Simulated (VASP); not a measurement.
Runs of VASP 6.6.1 on BN. The structure is that of space group P6_3mc (No. 186), or close to it. The cells are those of the table. 

| task | level | potentials or basis | cell | k mesh | cutoff (eV) | smearing | tolerance level | purpose | route | dipole correction | grid for exact exchange (PRECFOCK) | gap on the mesh (eV) | pressure (GPa) | largest force (eV/Å) |
| --- | --- | --- | --- | --- | --- | --- | --- | --- | --- | --- | --- | --- | --- | --- |
| band structure | SCAN | VASP PAW PBE potentials, release 64 (N, B) | a = 2.554, b = 2.554, c = 4.227 Å, angles 90.0, 90.0, 120.0°, 4 atoms | 8 × 8 × 4 | 460 | gaussian 0.03 eV | standard | bands | KPOINTS_OPT | - | - | - | -7.2 | 0.02 |
| dielectric tensor | PBEsol | VASP PAW PBE potentials, release 64 (N, B) | a = 2.554, b = 2.554, c = 4.227 Å, angles 90.0, 90.0, 120.0°, 4 atoms | 12 × 12 × 6 | 520 | gaussian 0.01 eV | - | - | - | no | - | 4.97 | - | - |
| single point | PBE | VASP PAW PBE potentials, release 64 (N, B) | a = 2.554, b = 2.554, c = 4.227 Å, angles 90.0, 90.0, 120.0°, 4 atoms | 12 × 12 × 6 | 600 | fermi-dirac 0.02 eV | - | - | - | no | - | 5.20 | -0.1 | 0.01 |
| single point | r2SCAN | VASP PAW PBE potentials, release 64 (N_h, B_h) | a = 2.519, b = 2.519, c = 4.170 Å, angles 90.0, 90.0, 120.0°, 4 atoms | 12 × 12 × 6 | 910 | fermi-dirac 0.05 eV | - | - | - | no | - | 5.68 | (b) | 0.01 |
| single point | PBEsol-based global hybrid with 25 % exact exchange | VASP PAW PBE potentials, release 64 (N, B) | a = 2.554, b = 2.554, c = 4.227 Å, angles 90.0, 90.0, 120.0°, 4 atoms | 6 × 6 × 3 | 520 | fermi-dirac 0.05 eV | - | - | - | no | Normal | 7.14 | (a) | 0.03 |

Alike in all rows: no spin polarisation.

Task: Estimate the missing entries.

Result: (a) -12.5; (b) 11.1.

Caveats: some runs use coarse meshes; the PAW data sets were made with another functional, which shifts forces and pressure a little (at least some runs); the cutoff is under 1.25 times the usual one of these potentials, so pressure, stress and relaxed cells hold a basis-set (Pulay) error (at least some runs); the cell stands under tension (at least some runs); the cell stands under pressure (at least some runs); an odd mesh through Γ misses points on the zone boundary, where band edges can lie (at least some runs).
